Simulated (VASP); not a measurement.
# K2LiAsF6: single point with LDA

K2LiAsF6:

```xyz
10
Lattice="0.0000 3.9943 3.9943 3.9943 0.0000 3.9943 3.9943 3.9943 0.0000" Properties=species:S:1:pos:R:3 pbc="T T T"
K     5.9915    5.9915    5.9915
K     1.9972    1.9972    1.9972
Li    3.9943    3.9943    3.9943
As    0.0000    0.0000    0.0000
F     2.0255    3.9943    3.9943
F     3.9943    3.9943    2.0255
F     5.9631    3.9943    3.9943
F     3.9943    2.0255    3.9943
F     3.9943    5.9631    3.9943
F     3.9943    3.9943    5.9631
```

| Item | Value |
| --- | --- |
| Program | VASP 6.6.1 |
| Task | single point |
| Functional | LDA |
| Potentials or basis | VASP PAW LDA potentials, release 64 (K_sv, Li_sv, As, F) |
| Cutoff | 520 eV |
| k mesh | 6 × 6 × 6 |
| Occupations | gaussian, width 0.02 eV |
| Spin | no spin polarisation |

```
Largest force          : 0.034 eV/Å
Band gap on the k mesh : 4.48 eV, indirect (least direct gap 4.93 eV)
```

Forces in eV/Å, atoms in the order of the input:
```
K    0.000  0.000  0.000
K    0.000  0.000  0.000
Li   0.000  0.000  0.000
As   0.000  0.000  0.000
F    0.034  0.000  0.000
F    0.000  0.000  0.034
F   -0.034  0.000  0.000
F    0.000  0.034  0.000
F    0.000 -0.034  0.000
F    0.000  0.000 -0.034
```

Levels at points of the mesh, in eV from the valence-band top:
```csv
k point,band 32,band 33,band 34,band 35,band 36,band 37
"(0.00, 0.00, 0.00)",-2.59,-2.59,-1.03,4.49,4.49,4.49
"(0.50, 0.00, 0.00)",-2.92,-2.90,-0.37,4.55,5.34,5.34
"(0.50, 0.50, 0.00)",-3.19,-2.61,0.00,5.13,5.13,5.21
```

It took 84 s on 1 thread of Intel(R) Xeon(R) Platinum 8488C (Sapphire Rapids) (shared host), peak memory 0.26 GiB.

 LDA gaps usually lie below the measured ones, often by a third to a half.
